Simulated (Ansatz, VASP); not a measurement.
**Two plane-wave programs on Mo3H**

Contents of INCAR:

```
PREC = Accurate
ENCUT = 600
EDIFF = 1E-6
ISMEAR = 0
SIGMA = 0.2
LREAL = False
LASPH = True
NELM = 100
ALGO = Normal
ISIF = 3
LWAVE = False
LCHARG = False
GGA = PE
IBRION = 2
NSW = 36
EDIFFG = -0.08
```

File KPOINTS:

```
regular mesh
0
Gamma
  8 7 2
```

File POSCAR:

```
Mo3H
1.0
    2.5438534500      0.0000000000      0.0000000000
    0.0000000000      2.6269558900      0.0000000000
    0.0000000000      0.0000000000      9.4389550000
H Mo
1 3
Direct
    0.0000000000      0.0000000000      0.0000000000
    0.0000000000      0.5000000000      0.2560429900
    0.0000000000      0.0000000000      0.5000000000
    0.0000000000      0.5000000000      0.7439570100
```

Input for Ansatz:

```yaml
crystal:
  lattice:
    - [2.54385345, 0.0, 0.0]
    - [0.0, 2.62695589, 0.0]
    - [0.0, 0.0, 9.438955]
  atoms:
    - { symbol: H, position: [0.0, 0.0, 0.0] }
    - { symbol: Mo, position: [0.0, 0.5, 0.25604299] }
    - { symbol: Mo, position: [0.0, 0.0, 0.5] }
    - { symbol: Mo, position: [0.0, 0.5, 0.74395701] }
basis:
  ecutwfc: 420
kpoints:
  mp_grid: { grid: [8, 7, 2] }
hamiltonian:
  xc: pbe
scf:
  occupations: { method: gaussian, width: 0.2 }
  lower_state_search: "off"
output:
  forces: true
  stress: true
  eigenvalues: true
relax:
  adjacent_minimum: "off"
  f_tol: 0.08
  max_steps: 16
  cell: { stress_tol: 0.8 }
```

Change from the starting cell: species swapped into the Sn3Pb type (Pmmm, No. 47).

Alike in both runs: task relaxation of cell and atoms; functional PBE; k mesh 8 × 7 × 2; occupations gaussian, width 0.2 eV; no spin polarisation.

|  | VASP | Ansatz |
| --- | --- | --- |
| version | VASP 6.6.1 | Ansatz 0.2.0 |
| potentials or method | VASP PAW PBE potentials, release 64 (H, Mo_sv), cutoff 600 eV | scalar-relativistic, plane waves, PAW |
| valence electrons in the cell | 43 | 43 |

VASP gave:

| Property | Result |
| --- | --- |
| gap on the k mesh at the Fermi level, each at its own relaxed structure (eV) | none |
| relaxed volume (Å³/atom) | 13.54 |
| relaxed cell length with the largest relative difference (Å) | 2.671 |

Which values does Ansatz return?

gap on the k mesh at the Fermi level, each at its own relaxed structure (eV): none; relaxed volume (Å³/atom): 13.52; relaxed cell length with the largest relative difference (Å): 2.655.

A gap of «none» marks a metal or a gap that the smearing closes.
